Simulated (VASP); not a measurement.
Wanted: the native input for a VASP 6.6.1 run.

```yaml
Task: single point
Functional: PBE
Potentials_or_basis: VASP PAW PBE potentials, release 64 (Al, Ni)
Cutoff: 520 eV
k_mesh: 14 × 14 × 14
Occupations: gaussian, width 0.15 eV
Spin: collinear spin, ferromagnetic start
Starting_moments: "[0.0, 0.3, 0.3, 0.3] μB"
Dipole_correction: no
Further_INCAR_settings: ALGO = Normal; EDIFF = 1e-06; NBANDS = 28
```

The structure of AlNi3 lies in POSCAR:

```
AlNi3
1.0
    3.8520132031      0.0000000000      0.0000000000
    0.0000000000      3.8520132031      0.0000000000
    0.0000000000      0.0000000000      3.5666788918
Al Ni
1 3
Direct
    0.0000000000      0.0000000000      0.0000000000
    0.0000000000      0.5000000000      0.5000000000
    0.5000000000      0.0000000000      0.5000000000
    0.5000000000      0.5000000000      0.0000000000
```

This cell differs from its parent crystal: strain +0.080 along x and y, +0.000 along z.

These files were run (other wordings do the same):

INCAR

```
SYSTEM = AlNi3
PREC     = Accurate       ! precision mode
ENCUT    = 520            ! plane-wave cutoff, eV
EDIFF    = 1E-6           ! SCF threshold, eV
ISMEAR   = 0              ! smearing method
SIGMA    = 0.15           ! smearing width, eV
LREAL    = .FALSE.        ! projectors in reciprocal space
LASPH    = .TRUE.         ! aspherical terms in the spheres
NELM     = 150            ! most SCF steps
ALGO     = Normal         ! electronic algorithm
ISIF     = 2              ! what is computed and relaxed
LWAVE    = .FALSE.        ! write WAVECAR
LCHARG   = .TRUE.         ! write CHGCAR
ISPIN    = 2              ! spin polarisation
MAGMOM   = 0 0.3 0.3 0.3  ! initial moments
LORBIT   = 11             ! projections on sites
LMAXMIX  = 4              ! l up to which the mixer works
GGA      = PE             ! functional
LELF     = .TRUE.         ! ELF
LVHAR    = .TRUE.       
NBANDS   = 28             ! bands
```

KPOINTS

```
regular mesh
0
G
  14 14 14
  0 0 0
```

Potentials or basis: VASP PAW PBE potentials, release 64 (Al, Ni).

The run is started by

```console
$ cat potpaw_PBE.64/Al/POTCAR potpaw_PBE.64/Ni/POTCAR > POTCAR
$ mpirun -np 1 vasp_std > vasp.out
```

It gave:

- Pressure: -19.2 GPa
- Net moment: 0.69 μB per cell
- Site moments: Al -0.01; Ni +0.23, +0.30 (each value once) μB
- Valence electrons inside the program's atomic spheres: Al 0.73; Ni 9.15, 9.13 (each value once)

Caveat: the cell differs from its parent crystal (strain +0.080 along x and y, +0.000 along z); the cell stands under tension.

Wall time 24 min on 1 thread of Oxide Virtual Turin-like Processor, on a shared host, peak memory 0.6 GiB.
